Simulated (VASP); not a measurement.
Ta:

```
Ta
1.0
     2.71000    0.00000    0.00000
     0.00000    2.71000    0.00000
     0.00000    0.00000    2.71000
Ta
1
Cartesian
  0.0000 0.0000 0.0000
```

```yaml
Program: VASP 6.6.1
Task: relaxation of cell and atoms
Functional: r2SCAN
Potentials_or_basis: VASP PAW PBE potentials, release 64 (Ta_pv)
Cutoff: 600 eV
k_mesh: 15 × 15 × 15
Occupations: methfessel-paxton, width 0.05 eV
Spin: no spin polarisation
```

At the start: pressure 4.5 GPa; volume 19.90 Å³/atom.

Question: How do energy, volume and symmetry change on relaxing?

Answer: Over 3 steps the energy falls by 7.8 meV/atom and the volume is 20.48 Å³/atom (+2.9 %); space group Pm-3m (No. 221, to 0.05 Å).

The path:
| step | energy change (eV) | largest force (eV/Å) | pressure (GPa) | volume (Å³) |
| --- | --- | --- | --- | --- |
| 1 | 0.0000 | 0.0000 | 4.50 | 19.90 |
| 2 | 0.0178 | 0.0000 | -7.22 | 21.56 |
| 3 | -0.0078 | 0.0000 | -0.03 | 20.48 |

Final structure:
```
Ta
1.0
     2.73579    0.00000    0.00000
     0.00000    2.73579    0.00000
     0.00000    0.00000    2.73579
Ta
1
Direct
  0.00000 0.00000 0.00000
```

Caveat: the PAW data sets were made with another functional, which shifts forces and pressure a little.
